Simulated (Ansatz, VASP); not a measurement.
Two plane-wave programs on Tl

File INCAR:

```
SYSTEM = Tl
  PREC = Accurate
  ENCUT = 500
  EDIFF = 1E-6
  ISMEAR = 1
  SIGMA = 0.05
  LREAL = .FALSE.
  LASPH = .TRUE.
  NELM = 200
  ALGO = Normal
  ISIF = 2
  LWAVE = .FALSE.
  LCHARG = .FALSE.
  LNONCOLLINEAR = .TRUE.
  MAGMOM = 0.289 0.289 0.289 -0.144 -0.144 -0.144
  LORBIT = 11
  GGA = PE
  IVDW = 12
  NBANDS = 38
  GGA_COMPAT = .FALSE.
```

Contents of KPOINTS:

```
Automatic mesh
0
G
  9 9 5
  0 0 0
```

File POSCAR:

```
Tl
1.0
    3.4788880842      0.0000000000      0.0000000000
   -1.7394440421      3.0128054579      0.0000000000
    0.0000000000      0.0000000000      5.5615904703
Tl
2
Direct
    0.6666666667      0.3333333333      0.7500000000
    0.3333333333      0.6666666667      0.2500000000
```

File input.yaml:

```yaml
crystal:
  lattice:
    - [3.4788880842, 0.0, 0.0]
    - [-1.7394440421, 3.0128054579, 0.0]
    - [0.0, 0.0, 5.5615904703]
  atoms:
    - { symbol: Tl, position: [0.6666666667, 0.3333333333, 0.75], spin: 0.501, spin_axis: [0.289, 0.289, 0.289] }
    - { symbol: Tl, position: [0.3333333333, 0.6666666667, 0.25], spin: 0.249, spin_axis: [-0.144, -0.144, -0.144] }
hamiltonian:
  xc: pbe
  pseudopotentials: { kind: paw }
  dispersion: d3bj
magnetization:
  noncollinear: true
  spin_orbit: false
kpoints:
  mp_grid: { grid: [9, 9, 5] }
scf:
  occupations: { method: cold, width: 0.05 }
output:
  forces: true
  stress: true
  eigenvalues: true
```

Alike in both runs: task single point; functional PBE; dispersion D3(BJ); k mesh 9 × 9 × 5; non-collinear spin.

```csv
,VASP,Ansatz
version,VASP 6.6.1,Ansatz 0.2.0
potentials or method,"VASP PAW PBE potentials, release 64 (Tl_d)",Ansatz PAW
plane-wave cutoff (eV),500,420
occupations,"methfessel-paxton of order 1, width 0.05 eV","cold, width 0.05 eV"
valence electrons in the cell,26,26
```

Ansatz gave:

* gap on the k mesh at the Fermi level (eV): none
* pressure (GPa): 0.7
* traceless stress, the component that is largest in VASP (GPa): 0.61
* net moment per atom (μB): 0.00

Task: Estimate VASP's values.

Result: gap on the k mesh at the Fermi level (eV): none; pressure (GPa): 0.6; traceless stress, the component that is largest in VASP (GPa): 0.50; net moment per atom (μB): 0.00.

A gap of «none» marks a metal or a gap that the smearing closes.

Neither program's run includes spin-orbit coupling.
